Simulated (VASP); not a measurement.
# Al3GaN4 (P-43m) in VASP: a series of runs, part 2 of 2

VASP 6.6.1. The steps go on from the part before.

### Step 5. Single point, PBEsol

This run uses another cell than the first one, of 10.70 Å³/atom, 1.096 times its volume.

INCAR reads:

```
SYSTEM = Al3GaN4
PREC = Accurate
ENCUT = 520
EDIFF = 1E-7
ISMEAR = 0
SIGMA = 0.05
LREAL = .FALSE.
LASPH = .TRUE.
NELM = 100
ALGO = Normal
ISIF = 2
LWAVE = .FALSE.
LCHARG = .FALSE.
GGA = PS
NBANDS = 31
```

KPOINTS reads:

```
Automatic mesh
0
G
  6 6 6
  0 0 0
```

POSCAR reads:

```
Al3GaN4
1.0
    4.4071184415      0.0000000000      0.0000000000
    0.0000000000      4.4071184415      0.0000000000
    0.0000000000      0.0000000000      4.4071184415
Al Ga N
3 1 4
Direct
    0.5000000000      0.5000000000      0.0000000000
    0.5000000000      0.0000000000      0.5000000000
    0.0000000000      0.5000000000      0.5000000000
    0.0000000000      0.0000000000      0.0000000000
    0.7447140287      0.7447140287      0.2552859713
    0.7447140287      0.2552859713      0.7447140287
    0.2552859713      0.7447140287      0.7447140287
    0.2552859713      0.2552859713      0.2552859713
```

Potentials or basis: VASP PAW PBE potentials, release 64 (Al, Ga_d, N).

On the command line:

```
cat potpaw_PBE.64/Al/POTCAR potpaw_PBE.64/Ga_d/POTCAR potpaw_PBE.64/N/POTCAR > POTCAR
mpirun -np 1 vasp_std > vasp.out
```

OUTCAR:

```text
SYSTEM = Al3GaN4
   PREC = Accurate
   ENCUT = 520
   EDIFF = 1E-7
   ISMEAR = 0
   LREAL = .FALSE.
   LASPH = .TRUE.
   NELM = 100
   ISIF = 2
   GGA = PS

 ion  position               nearest neighbor table
   1  0.500  0.500  0.000-   5 1.90   6 1.90   7 1.90   8 1.90   3 3.12   4 3.12   2 3.12   2 3.12
                             3 3.12   2 3.12   4 3.12   2 3.12   3 3.12   4 3.12   3 3.12   4 3.12
   2  0.500  0.000  0.500-   5 1.90   6 1.90   7 1.90   8 1.90   3 3.12   4 3.12   1 3.12   1 3.12
                             4 3.12   1 3.12   3 3.12   1 3.12   3 3.12   4 3.12   4 3.12   3 3.12
   3  0.000  0.500  0.500-   5 1.90   6 1.90   7 1.90   8 1.90   2 3.12   4 3.12   1 3.12   1 3.12
                             4 3.12   2 3.12   4 3.12   4 3.12   1 3.12   2 3.12   1 3.12   2 3.12
   4  0.000  0.000  0.000-   5 1.95   6 1.95   7 1.95   8 1.95   2 3.12   3 3.12   1 3.12   2 3.12
                             3 3.12   1 3.12   3 3.12   3 3.12   1 3.12   2 3.12   2 3.12   1 3.12
   5  0.745  0.745  0.255-   1 1.90   2 1.90   3 1.90   4 1.95
   6  0.745  0.255  0.745-   1 1.90   2 1.90   3 1.90   4 1.95
   7  0.255  0.745  0.745-   1 1.90   2 1.90   3 1.90   4 1.95
   8  0.255  0.255  0.255-   1 1.90   2 1.90   3 1.90   4 1.95

  LATTYP: Found a simple cubic cell.
 ALAT       =     4.4071184415
[... 200 lines left out ...]
      3      -7.7800      2.00000
      4      -7.7800      2.00000
      5      -6.9923      2.00000
      6      -6.9923      2.00000
[... 669 lines left out ...]
     30      16.2599      0.00000
     31      16.2937      0.00000

------------------------ aborting loop because EDIFF is reached ----------------------------------------

  FORCE on cell =-STRESS in cart. coord.  units (eV):
  Direction    XX          YY          ZZ          XY          YZ          ZX
  --------------------------------------------------------------------------------------
  -------------------------------------------------------------------------------------
  Total       -0.0293628     -0.0293628     -0.0293628      0.0000000     -0.0000000     -0.0000000
  in kB       -0.5495956     -0.5495956     -0.5495956      0.0000000     -0.0000000     -0.0000000
  external PRESSURE =      -0.5495956 kB  Pullay stress =       0.0000000 kB

 VOLUME and BASIS-vectors are now :
 -----------------------------------------------------------------------------
  energy-cutoff  :      520.00
  volume of cell :       85.60
      direct lattice vectors                 reciprocal lattice vectors
     4.407118441  0.000000000  0.000000000     0.226905633  0.000000000  0.000000000
     0.000000000  4.407118441  0.000000000     0.000000000  0.226905633  0.000000000
     0.000000000  0.000000000  4.407118441     0.000000000  0.000000000  0.226905633

 POSITION                                       TOTAL-FORCE (eV/Angst)
 -----------------------------------------------------------------------------------
      2.20356      2.20356      0.00000         0.000000     -0.000000      0.000000
      2.20356      0.00000      2.20356         0.000000      0.000000      0.000000
      0.00000      2.20356      2.20356         0.000000      0.000000      0.000000
      0.00000      0.00000      0.00000         0.000000     -0.000000      0.000000
      3.28204      3.28204      1.12508         0.003968      0.003968     -0.003968
      3.28204      1.12508      3.28204         0.003968     -0.003968      0.003968
      1.12508      3.28204      3.28204        -0.003968      0.003968      0.003968
      1.12508      1.12508      1.12508        -0.003968     -0.003968     -0.003968
 -----------------------------------------------------------------------------------
    total drift:                                0.000000      0.000000      0.000000

  FREE ENERGIE OF THE ION-ELECTRON SYSTEM (eV)
  ---------------------------------------------------
  free  energy   TOTEN  =       -59.9510985498 eV

  energy  without entropy=      -59.9510985498  energy(sigma->0) =      -59.95109855
```

OSZICAR:

```text
N       E                     dE             d eps       ncg     rms          rms(c)
DAV:   1     0.305444950669E+03    0.30544E+03   -0.19704E+04  1384   0.167E+03
DAV:   2    -0.258462709287E+02   -0.33129E+03   -0.30637E+03  1418   0.441E+02
DAV:   3    -0.669281958243E+02   -0.41082E+02   -0.40510E+02  1387   0.124E+02
DAV:   4    -0.685683854428E+02   -0.16402E+01   -0.16333E+01  1720   0.277E+01
DAV:   5    -0.686025371524E+02   -0.34152E-01   -0.34135E-01  1469   0.373E+00    0.161E+01
DAV:   6    -0.599312610525E+02    0.86713E+01   -0.26452E+01  1948   0.519E+01    0.554E+00
DAV:   7    -0.600373091980E+02   -0.10605E+00   -0.28710E+00  1486   0.103E+01    0.397E+00
DAV:   8    -0.599813928976E+02    0.55916E-01   -0.44064E-01  1610   0.572E+00    0.102E+00
DAV:   9    -0.599510608937E+02    0.30332E-01   -0.99892E-02  1897   0.397E+00    0.493E-01
DAV:  10    -0.599509553743E+02    0.10552E-03   -0.14183E-02  1506   0.658E-01    0.193E-01
DAV:  11    -0.599511003990E+02   -0.14502E-03   -0.71796E-04  1953   0.234E-01    0.219E-02
DAV:  12    -0.599510985970E+02    0.18020E-05   -0.11771E-04  1541   0.870E-02    0.153E-02
DAV:  13    -0.599510988638E+02   -0.26680E-06   -0.63950E-06  1934   0.293E-02    0.868E-03
DAV:  14    -0.599510986626E+02    0.20120E-06   -0.19717E-06  1896   0.900E-03    0.326E-03
DAV:  15    -0.599510985483E+02    0.11432E-06   -0.26727E-07  1393   0.297E-03    0.583E-04
DAV:  16    -0.599510985498E+02   -0.15229E-08   -0.13288E-08   956   0.131E-03
   1 F= -.59951099E+02 E0= -.59951099E+02  d E =-.936009E-11
```

stdout:

```text
POSCAR found type information on POSCAR AlGaN
 POSCAR found :  3 types and       8 ions
 scaLAPACK will be used
 -----------------------------------------------------------------------------
|                                                                             |
|                                                                             |
|     You enforced a specific xc type in the INCAR file but a different       |
|     I HOPE YOU KNOW WHAT YOU ARE DOING!                                     |
|                                                                             |
 -----------------------------------------------------------------------------

 LDA part: xc-table for (Slater+PW92), standard interpolation
 POSCAR, INCAR and KPOINTS ok, starting setup
 FFT: planning ... GRIDC
 FFT: planning ... GRID_SOFT
 FFT: planning ... GRID
 WAVECAR not read
 entering main loop
```

Run time: 58 s. Hardware: 1 thread of Intel Xeon 6975P-C, shared host; peak memory 0.23 GiB.

What came out:

| Quantity | Value |
| --- | --- |
| Free energy | -59.9511 eV |
| Pressure | -0.1 GPa |
| Largest force | 0.007 eV/Å |
| Band gap on the k mesh | 3.32 eV, direct |

Forces on the atoms (eV/Å):
```
Al   0.000  0.000  0.000
Al   0.000  0.000  0.000
Al   0.000  0.000  0.000
Ga   0.000  0.000  0.000
N    0.004  0.004 -0.004
N    0.004 -0.004  0.004
N   -0.004  0.004  0.004
N   -0.004 -0.004 -0.004
```

Caveat: the PAW data sets were made with another functional, which shifts forces and pressure a little.

### Step 6. Single point, PBEsol

This run uses another cell than the first one, of 11.02 Å³/atom, 1.129 times its volume.

INCAR reads:

```
SYSTEM = Al3GaN4
PREC     = Accurate       ! precision mode
ENCUT    = 520            ! plane-wave cutoff, eV
EDIFF    = 1E-6           ! SCF threshold, eV
ISMEAR   = 0              ! smearing method
SIGMA    = 0.05           ! smearing width, eV
LREAL    = .FALSE.        ! projectors in reciprocal space
LASPH    = .TRUE.         ! aspherical terms in the spheres
NELM     = 60             ! most SCF steps
ALGO     = Normal         ! electronic algorithm
ISIF     = 2              ! what is computed and relaxed
LWAVE    = .FALSE.        ! write WAVECAR
LCHARG   = .FALSE.        ! write CHGCAR
GGA      = PS             ! functional
NBANDS   = 31             ! bands
```

KPOINTS is that of step 5.

Edit POSCAR of step 5 so:

```diff
@@ -2,5 +2,5 @@
 1.0
-    4.4071184415      0.0000000000      0.0000000000
-    0.0000000000      4.4071184415      0.0000000000
-    0.0000000000      0.0000000000      4.4071184415
+    4.4511896259      0.0000000000      0.0000000000
+    0.0000000000      4.4511896259      0.0000000000
+    0.0000000000      0.0000000000      4.4511896259
 Al Ga N
```

Potentials or basis: VASP PAW PBE potentials, release 64 (Al, Ga_d, N).

On the command line:

```
cat potpaw_PBE.64/Al/POTCAR potpaw_PBE.64/Ga_d/POTCAR potpaw_PBE.64/N/POTCAR > POTCAR
mpirun -np 1 vasp_std > vasp.out
```

Run time: 44 s. Hardware: 1 thread of Intel Xeon 6975P-C, shared host; peak memory 0.22 GiB.

The run converged. Its results:

| Item | Value |
| --- | --- |
| Free energy | -59.9054 eV |
| Pressure | -5.6 GPa |
| Largest force | 0.007 eV/Å |
| Band gap on the k mesh | 3.19 eV, direct |

Forces on the atoms (eV/Å):
```
Al   0.000  0.000  0.000
Al   0.000  0.000  0.000
Al   0.000  0.000  0.000
Ga   0.000  0.000  0.000
N    0.004  0.004 -0.004
N    0.004 -0.004  0.004
N   -0.004  0.004  0.004
N   -0.004 -0.004 -0.004
```

Levels at points of the mesh, in eV from the valence-band top:
```csv
k point,band 19,band 20,band 21,band 22,band 23,band 24
"(0.00, 0.00, 0.00)",0.00,0.00,0.00,3.19,3.29,3.29
"(0.50, 0.00, 0.00)",-1.18,-0.92,-0.92,5.38,5.43,5.98
"(0.50, 0.50, 0.00)",-0.54,-0.53,-0.53,7.02,7.35,7.35
"(0.50, 0.50, 0.50)",-0.38,-0.38,-0.38,5.20,6.67,6.67
```

Caveat: the PAW data sets were made with another functional, which shifts forces and pressure a little.

### Step 7. Overview

| cell | gap on the mesh (eV) | pressure (GPa) | largest force (eV/Å) |
| --- | --- | --- | --- |
| a = 4.275 Å, 8 atoms | 3.37 | 21.7 | 0.01 |
| a = 4.319 Å, 8 atoms | 3.35 | 13.5 | - |
| a = 4.363 Å, 8 atoms | 3.34 | 6.3 | - |
| a = 4.407 Å, 8 atoms | 3.32 | -0.1 | 0.01 |
| a = 4.451 Å, 8 atoms | 3.19 | -5.6 | 0.01 |

Alike in all rows: task single point; level PBEsol; potentials or basis VASP PAW PBE potentials, release 64 (Al, Ga_d, N); no spin polarisation; k mesh 6 × 6 × 6; cutoff (eV) 520; smearing gaussian 0.05 eV.

Caveats: the PAW data sets were made with another functional, which shifts forces and pressure a little.

Total energies depend on the potentials used, so only differences within one code and one set of settings carry meaning.
